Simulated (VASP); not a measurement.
# Pb2Se (P4_2/nmc) in VASP: notebook

The runs below take Pb2Se through single point, with PBE.

All numbers are computed with VASP 6.6.1; they aren't measurements. Logs are shortened: lines on timing, memory, paths and dates and some standing lists are left out, and cuts for length are marked.

## Step 1: The cell of the first run

Symmetry: P4_2/nmc, No. 137, tetragonal system. Conventional cell: a = 4.112 Å, b = 4.112 Å, c = 11.875 Å, α = 90.00°, β = 90.00°, γ = 90.00°. Within 3.8 Å of Pb (site symmetry 2mm) lie 2 Se at 2.91 Å and 4 Pb at 3.44 Å. Within 3.8 Å of Se (site symmetry -4m2) lie 4 Pb at 2.91 Å.

## Step 2: Single point, PBE

Contents of INCAR:

```
  ALGO = Normal
  EDIFF = 1E-6
  ENCUT = 520
  GGA = PE
  ISIF = 2
  ISMEAR = 0
  LASPH = True
  LCHARG = False
  LREAL = False
  LWAVE = False
  NBANDS = 43
  NELM = 60
  PREC = Accurate
  SIGMA = 0.1
```

Contents of KPOINTS:

```
k-points
0
Gamma
  4 4 2
```

Contents of POSCAR:

```
Pb2Se
1.0
    4.1115603866      0.0000000000      0.0000000000
    0.0000000000      4.1115603866      0.0000000000
    0.0000000000      0.0000000000     11.8745139939
Pb Se
4 2
Direct
    0.0000000000      0.5000000000      0.1729352806
    0.0000000000      0.5000000000      0.6729352806
    0.5000000000      0.0000000000      0.3270647194
    0.5000000000      0.0000000000      0.8270647194
    0.0000000000      0.0000000000      0.0000000000
    0.5000000000      0.5000000000      0.5000000000
```

Potentials or basis: VASP PAW PBE potentials, release 64 (Pb_d, Se).

Started as:

```
$ cat potpaw_PBE.64/Pb_d/POTCAR potpaw_PBE.64/Se/POTCAR > POTCAR
$ mpirun -np 1 vasp_std > vasp.out
```

OUTCAR:

```text
EDIFF = 1E-6
   ENCUT = 520
   GGA = PE
   ISIF = 2
   ISMEAR = 0
   LASPH = True
   LREAL = False
   NELM = 60
   PREC = Accurate

 ion  position               nearest neighbor table
   1  0.000  0.500  0.173-   5 2.91   5 2.91   3 3.44   3 3.44   3 3.44   3 3.44
   2  0.000  0.500  0.673-   6 2.91   6 2.91   4 3.44   4 3.44   4 3.44   4 3.44
   3  0.500  0.000  0.327-   6 2.91   6 2.91   1 3.44   1 3.44   1 3.44   1 3.44
   4  0.500  0.000  0.827-   5 2.91   5 2.91   2 3.44   2 3.44   2 3.44   2 3.44
   5  0.000  0.000  0.000-   1 2.91   4 2.91   1 2.91   4 2.91
   6  0.500  0.500  0.500-   2 2.91   3 2.91   3 2.91   2 2.91

  LATTYP: Found a simple tetragonal cell.
 ALAT       =     4.1115603866
 C/A-ratio  =     2.8880796771

  Lattice vectors:

 A1 = (   4.1115603866,   0.0000000000,   0.0000000000)
 A2 = (   0.0000000000,   4.1115603866,   0.0000000000)
 A3 = (   0.0000000000,   0.0000000000,  11.8745139939)

Analysis of symmetry for initial positions (statically):
=====================================================================
 Subroutine PRICEL returns:
 Original cell was already a primitive cell.

 Routine SETGRP: Setting up the symmetry group for a
 simple tetragonal supercell.

 Subroutine GETGRP returns: Found 16 space group operations
 (whereof  8 operations were pure point group operations)
 out of a pool of 16 trial point group operations.

The static configuration has the point symmetry D_2d.
 The point group associated with its full space group is D_4h.

Analysis of symmetry for dynamics (positions and initial velocities):
=====================================================================
 Subroutine PRICEL returns:
 Original cell was already a primitive cell.

 Routine SETGRP: Setting up the symmetry group for a
 simple tetragonal supercell.

 Subroutine GETGRP returns: Found 16 space group operations
 (whereof  8 operations were pure point group operations)
 out of a pool of 16 trial point group operations.

The dynamic configuration has the point symmetry D_2d.
 The point group associated with its full space group is D_4h.

 Subroutine INISYM returns: Found 16 space group operations
 (whereof  8 operations are pure point group operations),
 and found     1 'primitive' translations

----------------------------------------------------------------------------------------

                                     Primitive cell

  volume of cell :     200.7378

  direct lattice vectors                    reciprocal lattice vectors
     4.111560387  0.000000000  0.000000000     0.243216664  0.000000000  0.000000000
     0.000000000  4.111560387  0.000000000     0.000000000  0.243216664  0.000000000
     0.000000000  0.000000000 11.874513994     0.000000000  0.000000000  0.084213973

  length of vectors
     4.111560387  4.111560387 11.874513994     0.243216664  0.243216664  0.084213973

  position of ions in fractional coordinates (direct lattice)
     0.000000000  0.500000000  0.172935281
     0.000000000  0.500000000  0.672935281
     0.500000000  0.000000000  0.327064719
     0.500000000  0.000000000  0.827064719
     0.000000000  0.000000000  0.000000000
     0.500000000  0.500000000  0.500000000

  ion indices of the primitive-cell ions
   primitive index   ion index
                 1           1
                 2           2
                 3           3
                 4           4
                 5           5
                 6           6

----------------------------------------------------------------------------------------

 KPOINTS: k-points

Automatic generation of k-mesh.
 Grid dimensions read from file:
 generate k-points for:    4    4    2

 Generating k-lattice:

  Cartesian coordinates                     Fractional coordinates (reciprocal lattice)
     0.060804166  0.000000000  0.000000000     0.250000000  0.000000000  0.000000000
     0.000000000  0.060804166  0.000000000     0.000000000  0.250000000  0.000000000
     0.000000000  0.000000000  0.042106986     0.000000000  0.000000000  0.500000000

  Length of vectors
     0.060804166  0.060804166  0.042106986

  Shift w.r.t. Gamma in fractional coordinates (k-lattice)
     0.000000000  0.000000000  0.000000000

 Subroutine IBZKPT returns following result:
 ===========================================

 Found     12 irreducible k-points:

 Following reciprocal coordinates:
            Coordinates               Weight
  0.000000  0.000000  0.000000      1.000000
  0.250000  0.000000  0.000000      4.000000
  0.500000  0.000000  0.000000      2.000000
  0.250000  0.250000  0.000000      4.000000
  0.500000  0.250000  0.000000      4.000000
  0.500000  0.500000  0.000000      1.000000
  0.000000  0.000000  0.500000      1.000000
  0.250000  0.000000  0.500000      4.000000
  0.500000  0.000000  0.500000      2.000000
  0.250000  0.250000  0.500000      4.000000
  0.500000  0.250000  0.500000      4.000000
  0.500000  0.500000  0.500000      1.000000
   k-points           NKPTS =     12   k-points in BZ     NKDIM =     12   number of bands    NBANDS=     43
   number of dos      NEDOS =    301   number of ions     NIONS =      6
   total plane-waves  NPLWV =  92160
   dimension x,y,z NGX =    32 NGY =   32 NGZ =   90
   dimension x,y,z NGXF=    64 NGYF=   64 NGZF=  180
   ions per type =               4   2
   NGX,Y,Z   is equivalent  to a cutoff of  12.94, 12.94, 12.60 a.u.
   NGXF,Y,Z  is equivalent  to a cutoff of  25.88, 25.88, 25.20 a.u.
 SYSTEM =  unknown system
   PREC   = accura    normal or accurate (medium, high low for compatibility)
   ISTART =      0    job   : 0-new  1-cont  2-samecut
   ICHARG =      2    charge: 1-file 2-atom 10-const
   ISPIN  =      1    spin polarized calculation?
   LNONCOLLINEAR =      F non collinear calculations
   LSORBIT =      F    spin-orbit coupling
   LASPH  =      T    aspherical Exc in radial PAW
   ENCUT  =  520.0 eV  38.22 Ry    6.18 a.u.   7.64  7.64 22.08*2*pi/ulx,y,z
   NELM   =     60;   NELMIN=  2; NELMDL= -5     # of ELM steps
   EDIFF  = 0.1E-05   stopping-criterion for ELM
   LREAL  =      F    real-space projection
   EDIFFG = 0.1E-04   stopping-criterion for IOM
   NSW    =      0    number of steps for IOM
   IBRION =     -1    ionic relax: 0-MD 1-quasi-New 2-CG
   NFREE  =      0    steps in history (QN), initial steepest desc. (CG)
   ISIF   =      2    stress and relaxation
   ISYM   =      2    0-nonsym 1-usesym 2-fastsym
   POTIM  = 0.5000    time-step for ionic-motion
   TEBEG  =    0.0;   TEEND  =   0.0 temperature during run
   PSTRESS=    0.0 pullay stress
   NELECT =      68.0000    total number of electrons
   NUPDOWN=      -1.0000    fix difference up-down
   EMIN   =  10.00;   EMAX   =-10.00  energy-range for DOS
   EFERMI =   0.00;   METHOD = LEGACY
   ISMEAR =     0;   SIGMA  =   0.10  broadening in eV -4-tet -1-fermi 0-gaus
   EFERMI_NEDOS =   21; number of points for ismear=-14 and -15
   IALGO  =     38    algorithm
   IMIX   =      4    mixing-type and parameters
     AMIX     =   0.40;   BMIX     =  1.00
     AMIX_MAG =   1.60;   BMIX_MAG =  1.00
  volume/ion in A,a.u.               =      33.46       225.77
  Fermi-wavevector in a.u.,A,eV,Ry     =   1.141217  2.156587 17.719891  1.302375
  Thomas-Fermi vector in A             =   2.277917
   LORBIT       =      0    0 simple, 1 ext, 2 COOP (PROOUT), +10 PAW based schemes
   GGA     = PE    functional components
   LHFCALC =     F    Hartree Fock is set to
   AEXX    =    0.0000 exact exchange contribution
   IVDW    =     0    specifies the selected vdW correction
   LEPSILON=     F    determine dielectric tensor
   LRPA    =     F    only Hartree local field effects (RPA)
 non-spin polarized calculation
 Gauss-broadening in eV      SIGMA  =   0.10
  energy-cutoff  :      520.00
  volume of cell :      200.74
 maximum number of plane-waves:      5424
 NGX is ok and might be reduce to    32
   NGX = 15   NGY = 15   NGZ = 45

 number of electron      68.0000001 magnetization

 Free energy of the ion-electron system (eV)
  ---------------------------------------------------
  ext. energy  EPLUGINS =         0.00000000
  ---------------------------------------------------
  free energy    TOTEN  =       -22.17613942 eV

  energy without entropy =      -22.15307849  energy(sigma->0) =      -22.16460896

 E-fermi :   4.5403     XC(G=0):  -9.0424

 val. band max:        4.4699168997   @ k =   0.5000   0.2500   0.5000
 cond. band min:       4.5932981990   @ k =   0.5000   0.2500   0.0000
 fundamental gap:      0.1233812993
 Fermi energy:         4.5402895119

 k-point     1 :       0.0000    0.0000    0.0000
  band No.  band energies     occupation
      1     -12.4800      2.00000
      2     -12.4639      2.00000
      3     -12.4416      2.00000
      4     -12.4416      2.00000
      5     -12.4249      2.00000
      6     -12.4242      2.00000
[... 35 lines left out ...]
     42       8.8002      0.00000
     43       9.3396      0.00000

 k-point     2 :       0.2500    0.0000    0.0000
  band No.  band energies     occupation
      1     -12.4706      2.00000
      2     -12.4594      2.00000
      3     -12.4539      2.00000
      4     -12.4519      2.00000
      5     -12.4444      2.00000
      6     -12.4251      2.00000
[... 35 lines left out ...]
     42       9.0785      0.00000
     43       9.5991      0.00000

 k-point     3 :       0.5000    0.0000    0.0000
  band No.  band energies     occupation
      1     -12.4695      2.00000
      2     -12.4695      2.00000
      3     -12.4695      2.00000
      4     -12.4695      2.00000
      5     -12.4521      2.00000
      6     -12.4521      2.00000
[... 367 lines left out ...]
      6     -12.4030      2.00000
[... 35 lines left out ...]
     42       8.3780      0.00000
     43       9.4708      0.00000

 k-point    12 :       0.5000    0.5000    0.5000
  band No.  band energies     occupation
      1     -12.5125      2.00000
      2     -12.5125      2.00000
      3     -12.4679      2.00000
      4     -12.4679      2.00000
      5     -12.3875      2.00000
      6     -12.3875      2.00000
[... 35 lines left out ...]
     42       7.2826      0.00000
     43       8.1375      0.00000

------------------------ aborting loop because EDIFF is reached ----------------------------------------

  FORCE on cell =-STRESS in cart. coord.  units (eV):
  Direction    XX          YY          ZZ          XY          YZ          ZX
  --------------------------------------------------------------------------------------
  -------------------------------------------------------------------------------------
  Total        0.3788949      0.3788949     -0.0955912      0.0000000      0.0000000      0.0000000
  in kB        3.0241277      3.0241277     -0.7629559      0.0000000      0.0000000      0.0000000
  external PRESSURE =       1.7617665 kB  Pullay stress =       0.0000000 kB

 VOLUME and BASIS-vectors are now :
 -----------------------------------------------------------------------------
  energy-cutoff  :      520.00
  volume of cell :      200.74
      direct lattice vectors                 reciprocal lattice vectors
     4.111560387  0.000000000  0.000000000     0.243216664  0.000000000  0.000000000
     0.000000000  4.111560387  0.000000000     0.000000000  0.243216664  0.000000000
     0.000000000  0.000000000 11.874513994     0.000000000  0.000000000  0.084213973

 POSITION                                       TOTAL-FORCE (eV/Angst)
 -----------------------------------------------------------------------------------
      0.00000      2.05578      2.05352         0.000000      0.000000     -0.016548
      0.00000      2.05578      7.99078         0.000000     -0.000000     -0.016548
      2.05578      0.00000      3.88373         0.000000     -0.000000      0.016548
      2.05578      0.00000      9.82099        -0.000000      0.000000      0.016548
      0.00000      0.00000      0.00000         0.000000      0.000000     -0.000000
      2.05578      2.05578      5.93726         0.000000     -0.000000     -0.000000
 -----------------------------------------------------------------------------------
    total drift:                                0.000000      0.000000      0.000000

  FREE ENERGIE OF THE ION-ELECTRON SYSTEM (eV)
  ---------------------------------------------------
  free  energy   TOTEN  =       -22.1761394204 eV

  energy  without entropy=      -22.1530784904  energy(sigma->0) =      -22.16460896
```

Wall time 92 s (1 thread of Intel Xeon Platinum 8488C (Sapphire Rapids), shared host); peak memory 0.31 GiB.

Results:

```
Free energy            : -22.1761 eV
Pressure               : 0.2 GPa
Largest force          : 0.017 eV/Å
Band gap on the k mesh : zero (bands 34 and 35 overlap by 2.10 eV)
```

Forces on the atoms (eV/Å):
```
Pb   0.000  0.000 -0.017
Pb   0.000  0.000 -0.017
Pb   0.000  0.000  0.017
Pb   0.000  0.000  0.017
Se   0.000  0.000  0.000
Se   0.000  0.000  0.000
```

Levels at points of the mesh, in eV from the Fermi level:
```csv
k point,band 31,band 32,band 33,band 34,band 35,band 36,band 37,band 38
"(0.00, 0.00, 0.00)",-1.74,-1.18,0.73,0.73,1.02,1.66,1.97,2.12
"(0.50, 0.00, 0.00)",-1.57,-1.57,-0.08,-0.08,1.26,1.26,2.79,2.79
"(0.50, 0.50, 0.00)",-2.30,-2.30,-2.11,-2.11,-0.60,-0.60,1.66,1.66
"(0.00, 0.00, 0.50)",-1.68,-1.68,1.14,1.14,1.17,1.17,1.51,1.51
"(0.50, 0.00, 0.50)",-1.57,-1.57,-1.07,-1.07,1.95,1.95,2.78,2.78
"(0.50, 0.50, 0.50)",-2.65,-2.65,-1.93,-1.93,-0.95,-0.95,2.57,2.57
```

Caveat: the k points lie up to 0.38 Å⁻¹ apart, too coarse for converged energies and pressures of a metal; spin-orbit coupling is left out, which moves the levels of the heavy elements.

## Step 3: Single point, PBE

This run uses another cell than the first one, of 31.83 Å³/atom.

Contents of INCAR:

```
SYSTEM = Pb2Se
PREC = Accurate ; ENCUT = 520
EDIFF = 1E-6 ; ISMEAR = 0
SIGMA = 0.1 ; LREAL = .FALSE.
LASPH = .TRUE. ; NELM = 60
ALGO = Normal ; ISIF = 2
LWAVE = .FALSE. ; LCHARG = .FALSE.
GGA = PE ; NBANDS = 43
```

Contents of KPOINTS:

```
Automatic mesh
0
G
  4 4 2
  0 0 0
```

Contents of POSCAR:

```
Pb2Se
1.0
    4.0458325733      0.0000000000      0.0000000000
    0.0000000000      4.0458325733      0.0000000000
    0.0000000000      0.0000000000     11.6673063669
Pb Se
4 2
Direct
    0.0000000000      0.5000000000      0.1250000000
    0.0000000000      0.5000000000      0.6250000000
    0.5000000000      0.0000000000      0.3750000000
    0.5000000000      0.0000000000      0.8750000000
    0.0000000000      0.0000000000      0.0000000000
    0.5000000000      0.5000000000      0.5000000000
```

Potentials or basis: VASP PAW PBE potentials, release 64 (Pb_d, Se).

Started as:

```
$ cat potpaw_PBE.64/Pb_d/POTCAR potpaw_PBE.64/Se/POTCAR > POTCAR
$ mpirun -np 1 vasp_std > vasp.out
```

It took 81 s on 1 thread of Intel Xeon Platinum 8488C (Sapphire Rapids), shared host; peak memory 0.29 GiB.

The run converged. Its results:

```yaml
Free_energy: -17.5327 eV
Pressure: 17.4 GPa
Largest_force: 3.988 eV/Å
Band_gap_on_the_k_mesh: zero (bands 34 and 35 overlap by 0.69 eV)
```

Forces on the atoms (eV/Å):
```
Pb   0.000  0.000  3.988
Pb   0.000  0.000  3.988
Pb   0.000  0.000 -3.988
Pb   0.000  0.000 -3.988
Se   0.000  0.000  0.000
Se   0.000  0.000  0.000
```

Stress tensor (GPa, compression positive):
```
17.02  0.00  0.00
 0.00 17.02  0.00
 0.00  0.00 18.22
```

Levels at points of the mesh, in eV from the Fermi level:
| k point | band 30 | band 31 | band 32 | band 33 | band 34 | band 35 | band 36 | band 37 | band 38 | band 39 |
| --- | --- | --- | --- | --- | --- | --- | --- | --- | --- | --- |
| (0.00, 0.00, 0.00) | -4.39 | -2.20 | -1.08 | -0.61 | -0.13 | 1.06 | 1.50 | 1.50 | 2.12 | 2.71 |
| (0.50, 0.00, 0.00) | -4.03 | -3.48 | -3.48 | -0.62 | -0.62 | 1.36 | 1.36 | 2.34 | 2.34 | 2.63 |
| (0.50, 0.50, 0.00) | -3.30 | -2.87 | -2.87 | -2.26 | -2.26 | -0.26 | -0.26 | 1.62 | 1.62 | 2.43 |
| (0.00, 0.00, 0.50) | -4.42 | -1.63 | -1.63 | -0.35 | -0.35 | 1.55 | 1.55 | 1.80 | 1.80 | 2.14 |
| (0.50, 0.00, 0.50) | -4.03 | -3.00 | -3.00 | -0.98 | -0.98 | 1.43 | 1.43 | 2.34 | 2.34 | 2.70 |
| (0.50, 0.50, 0.50) | -3.10 | -3.10 | -3.10 | -2.17 | -2.17 | -0.57 | -0.57 | 2.33 | 2.33 | 3.30 |

Caveat: the k points lie up to 0.39 Å⁻¹ apart, too coarse for converged energies and pressures of a metal; semilocal functionals underestimate gaps, and a narrow one can read as zero; spin-orbit coupling is left out, which moves the levels of the heavy elements; forces of over 1 eV/Å act on the atoms, so gaps and moduli don't describe the material at rest.

The gap in the log of VASP goes by the Fermi energy; the results here count the filled bands.